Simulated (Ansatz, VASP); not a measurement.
This is a calculation of Zr for Ansatz 0.2.0.

The input input.yaml:

```yaml
crystal:
  lattice:
    - [-1.8219871043, 1.8219871043, 1.8219871043]
    - [1.8219871043, -1.8219871043, 1.8219871043]
    - [1.8219871043, 1.8219871043, -1.8219871043]
  atoms:
    - { symbol: Zr, position: [0.0, 0.0, 0.0] }
hamiltonian:
  xc: lda
  pseudopotentials: { kind: paw }
kpoints:
  mp_grid: { grid: [10, 10, 10] }
scf:
  occupations: { method: fermi_dirac, width: 0.05 }
output:
  forces: true
  stress: true
  eigenvalues: true
```

Potentials or basis: Ansatz PAW.

The run is started by

```console
$ ansatz run input.yaml --threads 1 --pin off --max-ram 3584MiB --backend cpu --events-out ev --progress --plain --runs-dir out
```

Q: Set up the same calculation for VASP 6.6.1. Potentials there: VASP PAW LDA potentials, release 64 (Zr_sv).

A: As run (the cutoff follows the program's own potentials):

INCAR

```
ALGO = Normal
EDIFF = 1E-6
ENCUT = 500
GGA_COMPAT = F
ISIF = 2
ISMEAR = -1
LASPH = T
LCHARG = T
LELF = T
LREAL = F
LVHAR = T
LWAVE = F
NBANDS = 12
NELM = 120
PREC = Accurate
SIGMA = 0.05
```

Contents of KPOINTS:

```
k-points
0
Gamma
  10 10 10
```

POSCAR

```
Zr
1.0
   -1.8219871043      1.8219871043      1.8219871043
    1.8219871043     -1.8219871043      1.8219871043
    1.8219871043      1.8219871043     -1.8219871043
Zr
1
Direct
    0.0000000000      0.0000000000      0.0000000000
```

Potentials or basis: VASP PAW LDA potentials, release 64 (Zr_sv).

Launch:

```sh
$ cat potpaw_LDA.64/Zr_sv/POTCAR > POTCAR
$ mpirun -np 1 vasp_std > vasp.out
```

Both were run:

|  | VASP | Ansatz | Ansatz less VASP |
| --- | --- | --- | --- |
| gap on the k mesh at the Fermi level (eV) | none | none | - |
| pressure (GPa) | -10.9 | -11.0 | -0.08 |

LDA's correlation is that of Perdew and Zunger in VASP and of Perdew and Wang (1992) in Ansatz. A gap of «none» marks a metal or a gap that the smearing closes.
